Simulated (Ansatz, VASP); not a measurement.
HfGe3: VASP beside Ansatz

The input INCAR:

```
PREC     = Accurate       # precision mode
ENCUT    = 520            # plane-wave cutoff, eV
EDIFF    = 1E-6           # SCF threshold, eV
ISMEAR   = 0              # smearing method
SIGMA    = 0.05           # smearing width, eV
LREAL    = False          # projectors in reciprocal space
LASPH    = True           # aspherical terms in the spheres
NELM     = 60             # most SCF steps
ALGO     = Normal         # electronic algorithm
ISIF     = 2              # what is computed and relaxed
LWAVE    = False          # write WAVECAR
LCHARG   = False          # write CHGCAR
GGA      = PE             # functional
NBANDS   = 34             # bands
```

File KPOINTS:

```
Automatic mesh
0
Gamma
  8 8 8
```

Contents of POSCAR:

```
HfGe3
1.0
    4.1893899931      0.0000000000      0.0000000000
    0.0000000000      4.1893899931      0.0000000000
    0.0000000000      0.0000000000      4.1893899931
Hf Ge
1 3
Direct
    0.0000000000      0.0000000000      0.0000000000
    0.0000000000      0.5000000000      0.5000000000
    0.5000000000      0.5000000000      0.0000000000
    0.5477396471      0.0000000000      0.5000000000
```

Input for Ansatz:

```yaml
crystal:
  lattice:
    - [4.1893899931, 0.0, 0.0]
    - [0.0, 4.1893899931, 0.0]
    - [0.0, 0.0, 4.1893899931]
  atoms:
    - { symbol: Hf, position: [0.0, 0.0, 0.0] }
    - { symbol: Ge, position: [0.0, 0.5, 0.5] }
    - { symbol: Ge, position: [0.5, 0.5, 0.0] }
    - { symbol: Ge, position: [0.5477396471, 0.0, 0.5] }
basis:
  ecutwfc: 420
  ecutrho_ratio: 4
kpoints:
  mp_grid: { grid: [8, 8, 8] }
hamiltonian:
  xc: pbe
scf:
  occupations: { method: gaussian, width: 0.05 }
output:
  forces: true
  stress: true
  eigenvalues: true
```

Alike in both runs: task single point; functional PBE; k mesh 8 × 8 × 8; occupations gaussian, width 0.05 eV; no spin polarisation.

|  | VASP | Ansatz |
| --- | --- | --- |
| version | VASP 6.6.1 | Ansatz 0.2.0 |
| potentials or method | VASP PAW PBE potentials, release 64 (Hf_pv, Ge_d), cutoff 520 eV | scalar-relativistic, plane waves, PAW |
| valence electrons in the cell | 52 | 68 |

Ansatz gave:

```
gap on the k mesh at the Fermi level (eV)                     : none
pressure (GPa)                                                : 0.8
traceless stress, the component that is largest in VASP (GPa) : 0.61
rms of the force components (eV/Å)                            : 0.285
```

Question: What did VASP give for the same quantities?

Answer: gap on the k mesh at the Fermi level (eV): none; pressure (GPa): 0.6; traceless stress, the component that is largest in VASP (GPa): 0.60; rms of the force components (eV/Å): 0.281.

Atom by atom the forces differ by 0.004 eV/Å (rms over components). A gap of «none» marks a metal or a gap that the smearing closes. VASP's potentials hold 52 valence electrons a cell and Ansatz's 68, so a difference there can come from the potentials and not from the codes.

Neither program's run includes spin-orbit coupling.
